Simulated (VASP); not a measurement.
# Mg2Si (Fm-3m) in VASP: a series of runs

Runs on Mg2Si. Level: PBE. Tasks: single point, relaxation of cell and atoms.

Program: VASP 6.6.1. These are calculated values, not measurements. Logs are shortened: lines on timing, memory, paths and dates and some standing lists are left out, and cuts for length are marked.

## Step 1: The cell of the first run

Symmetry: Fm-3m, No. 225, cubic system. Conventional cell: a = 6.391 Å, b = 6.391 Å, c = 6.391 Å, α = 90.00°, β = 90.00°, γ = 90.00°. Within 3.6 Å of Mg (site symmetry -43m) lie 4 Si at 2.77 Å and 6 Mg at 3.20 Å. Si (site symmetry m-3m) has 8 Mg at 2.77 Å within 3.6 Å.

## Step 2: Single point, PBE

The input, INCAR:

```
SYSTEM = Mg2Si
PREC = Accurate
ENCUT = 600
EDIFF = 1E-6
ISMEAR = 0
SIGMA = 0.1
LREAL = .False.
LASPH = .True.
NELM = 120
ALGO = Normal
ISIF = 2
LWAVE = .False.
LCHARG = .False.
GGA = PE
NBANDS = 11
GGA_COMPAT = .False.
```

The input, KPOINTS:

```
Automatic mesh
0
Gamma
  6 6 6
  0 0 0
```

The input, POSCAR:

```
Mg2Si
1.0
    0.0000000000      3.1955000000      3.1955000000
    3.1955000000      0.0000000000      3.1955000000
    3.1955000000      3.1955000000      0.0000000000
Mg Si
2 1
Direct
    0.2500000000      0.2500000000      0.2500000000
    0.7500000000      0.7500000000      0.7500000000
    0.0000000000      0.0000000000      0.0000000000
```

Potentials or basis: VASP PAW PBE potentials, release 64 (Mg, Si).

Run with:

```bash
> cat potpaw_PBE.64/Mg/POTCAR potpaw_PBE.64/Si/POTCAR > POTCAR
> mpirun -np 1 vasp_std > vasp.out
```

OUTCAR:

```text
SYSTEM = Mg2Si
   PREC = Accurate
   ENCUT = 600
   EDIFF = 1E-6
   ISMEAR = 0
   LREAL = .False.
   LASPH = .True.
   NELM = 120
   ISIF = 2
   GGA = PE

 ion  position               nearest neighbor table
   1  0.250  0.250  0.250-   3 2.77   3 2.77   3 2.77   3 2.77   2 3.20   2 3.20   2 3.20   2 3.20
                             2 3.20   2 3.20
   2  0.750  0.750  0.750-   3 2.77   3 2.77   3 2.77   3 2.77   1 3.20   1 3.20   1 3.20   1 3.20
                             1 3.20   1 3.20
   3  0.000  0.000  0.000-   2 2.77   2 2.77   2 2.77   1 2.77   2 2.77   1 2.77   1 2.77   1 2.77

  LATTYP: Found a face centered cubic cell.
 ALAT       =     6.3910000000

  Lattice vectors:

 A1 = (   0.0000000000,   3.1955000000,   3.1955000000)
 A2 = (   3.1955000000,   0.0000000000,   3.1955000000)
 A3 = (   3.1955000000,   3.1955000000,   0.0000000000)

Analysis of symmetry for initial positions (statically):
=====================================================================
 Subroutine PRICEL returns:
 Original cell was already a primitive cell.

 Routine SETGRP: Setting up the symmetry group for a
 face centered cubic supercell.

 Subroutine GETGRP returns: Found 48 space group operations
[... 9 lines left out ...]

 Routine SETGRP: Setting up the symmetry group for a
 face centered cubic supercell.

 Subroutine GETGRP returns: Found 48 space group operations
[... 11 lines left out ...]
                                     Primitive cell

  volume of cell :      65.2599

  direct lattice vectors                    reciprocal lattice vectors
     0.000000000  3.195500000  3.195500000    -0.156470036  0.156470036  0.156470036
     3.195500000  0.000000000  3.195500000     0.156470036 -0.156470036  0.156470036
     3.195500000  3.195500000  0.000000000     0.156470036  0.156470036 -0.156470036

  length of vectors
     4.519119439  4.519119439  4.519119439     0.271014052  0.271014052  0.271014052

  position of ions in fractional coordinates (direct lattice)
     0.250000000  0.250000000  0.250000000
     0.750000000  0.750000000  0.750000000
     0.000000000  0.000000000  0.000000000

  ion indices of the primitive-cell ions
   primitive index   ion index
                 1           1
                 2           2
                 3           3

----------------------------------------------------------------------------------------

 KPOINTS: Automatic mesh

Automatic generation of k-mesh.
 Grid dimensions read from file:
 generate k-points for:    6    6    6

 Generating k-lattice:

  Cartesian coordinates                     Fractional coordinates (reciprocal lattice)
    -0.026078339  0.026078339  0.026078339     0.166666667  0.000000000  0.000000000
     0.026078339 -0.026078339  0.026078339     0.000000000  0.166666667  0.000000000
     0.026078339  0.026078339 -0.026078339     0.000000000  0.000000000  0.166666667

  Length of vectors
     0.045169009  0.045169009  0.045169009

  Shift w.r.t. Gamma in fractional coordinates (k-lattice)
     0.000000000  0.000000000  0.000000000

 Subroutine IBZKPT returns following result:
 ===========================================

 Found     16 irreducible k-points:

 Following reciprocal coordinates:
            Coordinates               Weight
  0.000000  0.000000  0.000000      1.000000
  0.166667  0.000000  0.000000      8.000000
  0.333333  0.000000  0.000000      8.000000
  0.500000  0.000000  0.000000      4.000000
  0.166667  0.166667  0.000000      6.000000
  0.333333  0.166667  0.000000     24.000000
[... 8 lines left out ...]
 -0.333333  0.333333  0.166667     24.000000
 -0.333333  0.500000  0.166667     12.000000
   k-points           NKPTS =     16   k-points in BZ     NKDIM =     16   number of bands    NBANDS=     11
   number of dos      NEDOS =    301   number of ions     NIONS =      3
   total plane-waves  NPLWV =  46656
   dimension x,y,z NGX =    36 NGY =   36 NGZ =   36
   dimension x,y,z NGXF=    72 NGYF=   72 NGZF=   72
   ions per type =               2   1
   NGX,Y,Z   is equivalent  to a cutoff of  13.24, 13.24, 13.24 a.u.
   NGXF,Y,Z  is equivalent  to a cutoff of  26.49, 26.49, 26.49 a.u.
 SYSTEM =  Mg2Si
   PREC   = accura    normal or accurate (medium, high low for compatibility)
   ISTART =      0    job   : 0-new  1-cont  2-samecut
   ICHARG =      2    charge: 1-file 2-atom 10-const
   ISPIN  =      1    spin polarized calculation?
   LNONCOLLINEAR =      F non collinear calculations
   LSORBIT =      F    spin-orbit coupling
   LASPH  =      T    aspherical Exc in radial PAW
   ENCUT  =  600.0 eV  44.10 Ry    6.64 a.u.   9.03  9.03  9.03*2*pi/ulx,y,z
   NELM   =    120;   NELMIN=  2; NELMDL= -5     # of ELM steps
   EDIFF  = 0.1E-05   stopping-criterion for ELM
   LREAL  =      F    real-space projection
   EDIFFG = 0.1E-04   stopping-criterion for IOM
   NSW    =      0    number of steps for IOM
   IBRION =     -1    ionic relax: 0-MD 1-quasi-New 2-CG
   NFREE  =      0    steps in history (QN), initial steepest desc. (CG)
   ISIF   =      2    stress and relaxation
   ISYM   =      2    0-nonsym 1-usesym 2-fastsym
   POTIM  = 0.5000    time-step for ionic-motion
   TEBEG  =    0.0;   TEEND  =   0.0 temperature during run
   PSTRESS=    0.0 pullay stress
   NELECT =       8.0000    total number of electrons
   NUPDOWN=      -1.0000    fix difference up-down
   EMIN   =  10.00;   EMAX   =-10.00  energy-range for DOS
   EFERMI =   0.00;   METHOD = LEGACY
   ISMEAR =     0;   SIGMA  =   0.10  broadening in eV -4-tet -1-fermi 0-gaus
   EFERMI_NEDOS =   21; number of points for ismear=-14 and -15
   IALGO  =     38    algorithm
   IMIX   =      4    mixing-type and parameters
     AMIX     =   0.40;   BMIX     =  1.00
     AMIX_MAG =   1.60;   BMIX_MAG =  1.00
  volume/ion in A,a.u.               =      21.75       146.80
  Fermi-wavevector in a.u.,A,eV,Ry     =   0.813247  1.536815  8.998503  0.661371
  Thomas-Fermi vector in A             =   1.922938
   LORBIT       =      0    0 simple, 1 ext, 2 COOP (PROOUT), +10 PAW based schemes
   GGA     = PE    functional components
   LHFCALC =     F    Hartree Fock is set to
   AEXX    =    0.0000 exact exchange contribution
   IVDW    =     0    specifies the selected vdW correction
   LEPSILON=     F    determine dielectric tensor
   LRPA    =     F    only Hartree local field effects (RPA)
 non-spin polarized calculation
 Gauss-broadening in eV      SIGMA  =   0.10
  energy-cutoff  :      600.00
  volume of cell :       65.26
 maximum number of plane-waves:      2200
   NGX = 17   NGY = 17   NGZ = 17

 number of electron       8.0000000 magnetization

 Free energy of the ion-electron system (eV)
  ---------------------------------------------------
  ext. energy  EPLUGINS =         0.00000000
  ---------------------------------------------------
  free energy    TOTEN  =        -8.89358055 eV

  energy without entropy =       -8.89313115  energy(sigma->0) =       -8.89335585

 E-fermi :   3.5996     XC(G=0):  -8.7230

 val. band max:        3.4877627953   @ k =   0.0000   0.0000   0.0000
 cond. band min:       3.7114405815   @ k =   0.5000   0.5000   0.0000
 fundamental gap:      0.2236777862
 Fermi energy:         3.5995727712

 k-point     1 :       0.0000    0.0000    0.0000
  band No.  band energies     occupation
      1      -5.5431      2.00000
      2       3.4878      1.88618
      3       3.4878      1.88617
      4       3.4878      1.88617
      5       5.2517      0.00000
      6       6.0244      0.00000
      7       6.0244      0.00000
      8       6.0244      0.00000
      9       9.1074      0.00000
     10       9.1074      0.00000
     11       9.7773      0.00000

 k-point     2 :       0.1667    0.0000    0.0000
  band No.  band energies     occupation
      1      -5.3006      2.00000
      2       1.7926      2.00000
      3       3.2432      2.00000
      4       3.2432      2.00000
      5       5.3402      0.00000
      6       6.4239      0.00000
      7       6.4239      0.00000
      8       7.2178      0.00000
      9       8.3534      0.00000
     10       8.3534      0.00000
     11       9.9382      0.00000

 k-point     3 :       0.3333    0.0000    0.0000
  band No.  band energies     occupation
      1      -4.6559      2.00000
      2      -0.2237      2.00000
      3       2.9144      2.00000
      4       2.9144      2.00000
      5       4.8551      0.00000
      6       6.2837      0.00000
      7       6.2837      0.00000
      8       8.6467      0.00000
      9       9.2124      0.00000
     10       9.2124      0.00000
     11       9.9251      0.00000

 k-point     4 :       0.5000    0.0000    0.0000
  band No.  band energies     occupation
      1      -4.1502      2.00000
      2      -1.2122      2.00000
      3       2.7925      2.00000
      4       2.7925      2.00000
      5       4.6718      0.00000
      6       6.0267      0.00000
      7       6.0267      0.00000
      8       8.4493      0.00000
      9      11.4255      0.00000
     10      11.4255      0.00000
     11      11.6221      0.00000
[... 127 lines left out ...]
 k-point    14 :       0.5000    0.3333    0.1667
  band No.  band energies     occupation
      1      -4.1408      2.00000
      2      -0.1071      2.00000
      3       0.8718      2.00000
      4       1.9230      2.00000
      5       5.7166      0.00000
      6       5.8801      0.00000
      7       6.7028      0.00000
      8       9.1385      0.00000
      9       9.6064      0.00000
     10      11.1718      0.00000
     11      12.7240      0.00000

 k-point    15 :      -0.3333    0.3333    0.1667
  band No.  band energies     occupation
      1      -3.7415      2.00000
      2      -0.5566      2.00000
      3       0.4485      2.00000
      4       1.5567      2.00000
      5       5.7461      0.00000
      6       6.2034      0.00000
      7       7.8312      0.00000
      8       8.3807      0.00000
      9       9.3382      0.00000
     10      11.4818      0.00000
     11      12.4280      0.00000

 k-point    16 :      -0.3333    0.5000    0.1667
  band No.  band energies     occupation
      1      -3.5720      2.00000
      2      -0.5269      2.00000
      3       0.5260      2.00000
      4       1.0073      2.00000
      5       5.2234      0.00000
      6       5.5705      0.00000
      7       8.4656      0.00000
      8       8.5749      0.00000
      9      11.5536      0.00000
     10      11.8401      0.00000
     11      12.0768      0.00000

------------------------ aborting loop because EDIFF is reached ----------------------------------------

  FORCE on cell =-STRESS in cart. coord.  units (eV):
  Direction    XX          YY          ZZ          XY          YZ          ZX
  --------------------------------------------------------------------------------------
  -------------------------------------------------------------------------------------
  Total       -0.3279549     -0.3279549     -0.3279549     -0.0000000      0.0000000     -0.0000000
  in kB       -8.0515273     -8.0515273     -8.0515273     -0.0000000      0.0000000     -0.0000000
  external PRESSURE =      -8.0515273 kB  Pullay stress =       0.0000000 kB

 VOLUME and BASIS-vectors are now :
 -----------------------------------------------------------------------------
  energy-cutoff  :      600.00
  volume of cell :       65.26
      direct lattice vectors                 reciprocal lattice vectors
     0.000000000  3.195500000  3.195500000    -0.156470036  0.156470036  0.156470036
     3.195500000  0.000000000  3.195500000     0.156470036 -0.156470036  0.156470036
     3.195500000  3.195500000  0.000000000     0.156470036  0.156470036 -0.156470036

 POSITION                                       TOTAL-FORCE (eV/Angst)
 -----------------------------------------------------------------------------------
      1.59775      1.59775      1.59775         0.000000     -0.000000     -0.000000
      4.79325      4.79325      4.79325         0.000000     -0.000000      0.000000
      0.00000      0.00000      0.00000        -0.000000      0.000000      0.000000
 -----------------------------------------------------------------------------------
    total drift:                               -0.000000     -0.000000     -0.000000

  FREE ENERGIE OF THE ION-ELECTRON SYSTEM (eV)
  ---------------------------------------------------
  free  energy   TOTEN  =        -8.8935805526 eV

  energy  without entropy=       -8.8931311480  energy(sigma->0) =       -8.89335585
```

Wall time 8.9 s (1 thread of AMD EPYC 9R45 (Zen 5), shared host); peak memory 0.17 GiB.

Results:

```
Free energy            : -8.8936 eV
Pressure               : -0.8 GPa
Band gap on the k mesh : 0.22 eV, indirect (least direct gap 1.76 eV)
```

Levels at points of the mesh, in eV from the valence-band top:
```tsv
k point	band 1	band 2	band 3	band 4	band 5	band 6	band 7	band 8	band 9
(0.00, 0.00, 0.00)	-9.03	0.00	0.00	0.00	1.76	2.54	2.54	2.54	5.62
(0.50, 0.00, 0.00)	-7.64	-4.70	-0.70	-0.70	1.18	2.54	2.54	4.96	7.94
(0.50, 0.50, 0.00)	-7.09	-4.39	-1.92	-1.92	0.22	0.38	7.82	7.82	8.31
```

## Step 3: Single point, PBE

This run uses another cell than the first one, of 21.49 Å³/atom, 0.988 times its volume.

The input, INCAR:

```
SYSTEM = Mg2Si
PREC = Accurate ; ENCUT = 600
EDIFF = 1E-6 ; ISMEAR = 0
SIGMA = 0.01 ; LREAL = .FALSE.
LASPH = .TRUE. ; NELM = 120
ALGO = Normal ; ISIF = 2
LWAVE = .FALSE. ; LCHARG = .FALSE.
GGA = PE ; NBANDS = 11
GGA_COMPAT = .FALSE.
```

The input, KPOINTS:

```
regular mesh
0
G
  10 10 10
  0 0 0
```

The input, POSCAR:

```
Mg2Si
1.0
    0.0000000000      3.1824864240      3.1824864240
    3.1824864240      0.0000000000      3.1824864240
    3.1824864240      3.1824864240      0.0000000000
Mg Si
2 1
Direct
    0.2500000000      0.2500000000      0.2500000000
    0.7500000000      0.7500000000      0.7500000000
    0.0000000000      0.0000000000      0.0000000000
```

Potentials or basis: VASP PAW PBE potentials, release 64 (Mg, Si).

Run with:

```bash
> cat potpaw_PBE.64/Mg/POTCAR potpaw_PBE.64/Si/POTCAR > POTCAR
> mpirun -np 1 vasp_std > vasp.out
```

It took 20 s on 1 thread of AMD EPYC 9R45 (Zen 5), shared host; peak memory 0.19 GiB.

It converged, with:

```yaml
Free_energy: -8.9172 eV
Pressure: -0.1 GPa
Band_gap_on_the_k_mesh: 0.22 eV, indirect (least direct gap 1.84 eV)
```

Levels at points of the mesh, in eV from the valence-band top:
```tsv
k point	band 1	band 2	band 3	band 4	band 5	band 6	band 7	band 8
(0.00, 0.00, 0.00)	-9.08	0.00	0.00	0.00	1.84	2.56	2.56	2.56
(0.50, 0.00, 0.00)	-7.67	-4.73	-0.70	-0.70	1.24	2.55	2.55	5.00
(0.50, 0.50, 0.00)	-7.12	-4.41	-1.93	-1.93	0.22	0.40	7.89	7.89
```

A k mesh can miss the band edges.

## Step 4: Relaxation of cell and atoms, PBE

The input, INCAR:

```
PREC = Accurate
ENCUT = 600
EDIFF = 1E-7
ISMEAR = 0
SIGMA = 0.01
LREAL = F
LASPH = T
NELM = 120
ALGO = Normal
ISIF = 3
LWAVE = F
LCHARG = F
GGA = PE
IBRION = 2
NSW = 100
EDIFFG = -0.005
GGA_COMPAT = F
NELMIN = 4
```

The input, KPOINTS:

```
regular mesh
0
Gamma
  10 10 10
```

The input, POSCAR:

```
Mg2Si
1.0
    0.0000000000      3.1955000000      3.1955000000
    3.1955000000      0.0000000000      3.1955000000
    3.1955000000      3.1955000000      0.0000000000
Mg Si
2 1
Direct
    0.2500000000      0.2500000000      0.2500000000
    0.7500000000      0.7500000000      0.7500000000
    0.0000000000      0.0000000000      0.0000000000
```

Run with:

```bash
> cat potpaw_PBE.64/Mg/POTCAR potpaw_PBE.64/Si/POTCAR > POTCAR
> mpirun -np 1 vasp_std > vasp.out
```

It took 27 s on 1 thread of AMD EPYC 9R45 (Zen 5), shared host; peak memory 0.2 GiB.

It converged, with:

| Quantity | Value |
| --- | --- |
| Free energy | -8.9173 eV |
| Relaxed volume | 21.42 Å³/atom |
| Relaxed cell | a = 4.496 Å, b = 4.496 Å, c = 4.496 Å, α = 60.00°, β = 60.00°, γ = 60.00° |
| Space group after relaxing (to 0.05 Å) | Fm-3m (No. 225) |
| Energy gained by relaxing | 0.8 meV/atom |
| Ionic steps | 2 |
| Pressure after relaxing | 0.0 GPa |
| Band gap on the k mesh | 0.21 eV, indirect (least direct gap 1.86 eV) |

Step by step:
| step | energy change (eV) | largest force (eV/Å) | pressure (GPa) | volume (Å³) |
| --- | --- | --- | --- | --- |
| 1 | 0.0000 | 0.0000 | -0.77 | 65.26 |
| 2 | -0.0023 | 0.0000 | 0.03 | 64.27 |

Final structure:
```
Mg Si
1.0
     0.00000    3.17929    3.17929
     3.17929    0.00000    3.17929
     3.17929    3.17929    0.00000
Mg Si
2 1
Direct
  0.25000 0.25000 0.25000
  0.75000 0.75000 0.75000
  0.00000 0.00000 0.00000
```

Levels at points of the mesh, in eV from the valence-band top:
```tsv
k point	band 1	band 2	band 3	band 4	band 5	band 6	band 7	band 8
(0.00, 0.00, 0.00)	-9.09	0.00	0.00	0.00	1.86	2.56	2.56	2.56
(0.50, 0.00, 0.00)	-7.68	-4.74	-0.70	-0.70	1.25	2.55	2.55	5.01
(0.50, 0.50, 0.00)	-7.12	-4.42	-1.94	-1.94	0.21	0.41	7.91	7.91
```

A k mesh can miss the band edges.

## Step 5: Summary

```tsv
task	cell	k mesh	smearing	gap on the mesh (eV)	pressure (GPa)
single point	a = 4.519 Å, angles 60.0°, 3 atoms	6 × 6 × 6	gaussian 0.1 eV	0.22	-0.8
single point	a = 4.501 Å, angles 60.0°, 3 atoms	10 × 10 × 10	gaussian 0.01 eV	0.22	-0.1
relaxation of cell and atoms	relaxed from a = 4.519 Å, angles 60.0°, 3 atoms	10 × 10 × 10	gaussian 0.01 eV	0.21	0.0
```

Alike in all rows: level PBE; potentials or basis VASP PAW PBE potentials, release 64 (Mg, Si); no spin polarisation; cutoff (eV) 600.

Total energies depend on the potentials used, so only differences within one code and one set of settings carry meaning.
